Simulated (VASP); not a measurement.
A run of VASP 6.6.1 is set up as follows.

INCAR

```
  PREC = Accurate
  ENCUT = 520
  EDIFF = 1E-6
  ISMEAR = -1
  SIGMA = 0.2111
  LREAL = Auto
  LASPH = T
  NELM = 100
  ALGO = Normal
  ISIF = 2
  LWAVE = F
  LCHARG = F
  GGA = PE
  ISYM = 0
  NBANDS = 94
```

File KPOINTS:

```
regular mesh
0
Gamma
  1 1 1
```

Contents of POSCAR:

```
BaBi6O10
1.0
    6.8988500000      0.3663110000     -0.3031620000
    0.3663110000      6.5432810000      0.0645600000
   -0.3031620000      0.0645600000      6.7022220000
Bi O Ba
6 10 1
Direct
    0.4687465860      0.8819528983     -0.0381300003
    0.5870244597      0.0540003949      0.5091655042
    0.5582703224      0.3881690793      0.9646387648
    1.0662314661      0.0679141560      0.1702180748
    0.3943271321      0.5719533510      0.4689457755
    0.8075952756      0.6377366079      0.2886793251
    0.8831003264      0.3582766981      1.0329077607
    0.5275099066      0.3624439293      0.2605304000
    0.4317966869     -0.1238996602      0.3155268968
    0.1024821302      0.6555859522      0.2661487576
   -0.0291588838      0.8669297140      0.5347969900
    0.3985765474      0.8910189491      0.6373089522
    0.1708531257      0.8873817738     -0.0747626969
    0.3300976238      0.2635104564      0.5728414876
    0.7237897418      0.4938485542      0.6383518306
    0.7931458710     -0.0450294408      0.0957594048
    0.0018362324      0.2052279916      0.6999992177
```

Potentials or basis: VASP PAW PBE potentials, release 64 (Bi_d, O, Ba_sv).

Run with:

```console
$ cat potpaw_PBE.64/Bi_d/POTCAR potpaw_PBE.64/O/POTCAR potpaw_PBE.64/Ba_sv/POTCAR > POTCAR
$ mpirun -np 1 vasp_gam > vasp.out
```

Estimate the pressure.

9.5 GPa.

What does it give for the largest force?

3.012 eV/Å.

Forces on the atoms (eV/Å):
```
Bi   1.484 -0.129 -0.006
Bi   0.299  1.596 -0.439
Bi   0.384 -0.572 -2.248
Bi  -0.808 -1.883  1.871
Bi  -1.608  0.238  1.244
Bi   2.355  1.502  0.802
O   -0.680  0.193  0.212
O    0.112 -0.532  1.293
O    0.138 -0.229 -3.000
O    1.308 -0.293 -0.091
O   -1.548 -0.049 -1.430
O    0.285 -1.832  2.011
O   -2.060  1.281  1.207
O    0.384  1.297  0.003
O   -1.368 -0.009 -1.231
O    0.251 -0.721  0.520
Ba   1.072  0.143 -0.718
```

Caveat: the k points lie up to 0.96 Å⁻¹ apart; the atoms stand as in a frame of molecular dynamics.
